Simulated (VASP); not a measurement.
# I: single point with PBE

The system is I.

```xyz
4
Lattice="5.5518 0.0000 0.0000 -2.7759 4.8080 0.0000 0.0000 0.0000 9.7794" Properties=species:S:1:pos:R:3 pbc="T T T"
I     0.0000    0.0000    0.0254
I     0.0000    0.0000    4.9151
I     0.0000    3.2053    0.0235
I     2.7759    1.6027    4.9132
```

- Program: VASP 6.6.1
- Task: single point
- Functional: PBE
- Potentials or basis: VASP PAW PBE potentials, release 64 (I)
- Cutoff: 520 eV
- k mesh: 6 × 6 × 2
- Occupations: gaussian, width 0.1 eV
- Spin: no spin polarisation

```json
{"Pressure": "0.0 GPa", "Band gap on the k mesh": "zero (band 14 reaches -0.47 eV, above the bottom of band 15 at -0.48 eV)"}
```

Forces in eV/Å, atoms in the order of the input:
```
I    0.000  0.000 -0.002
I    0.000  0.000 -0.002
I    0.000  0.000  0.002
I    0.000  0.000  0.002
```

Levels at points of the mesh, in eV from the Fermi level:
```tsv
k point	band 11	band 12	band 13	band 14	band 15	band 16	band 17	band 18
(0.00, 0.00, 0.00)	-0.26	-0.09	-0.09	-0.06	-0.06	-0.06	4.41	6.20
(0.50, 0.00, 0.00)	-0.98	-0.83	-0.09	-0.09	1.03	1.05	5.73	5.82
(0.00, 0.00, 0.50)	-0.17	-0.17	-0.07	-0.07	-0.07	-0.07	5.36	5.36
(0.50, 0.00, 0.50)	-0.96	-0.96	-0.09	-0.09	1.04	1.04	5.95	5.95
```

It took 73 s on 1 thread of Intel(R) Xeon(R) Platinum 8259CL CPU @ 2.50GHz (Skylake/Cascade Lake), with other jobs on the host, peak memory 0.38 GiB.

Caveat: spin-orbit coupling is left out, which moves the levels of the heavy elements; this functional lacks dispersion, which binds the layers, so the pressure and a relaxed spacing across them are unreliable.
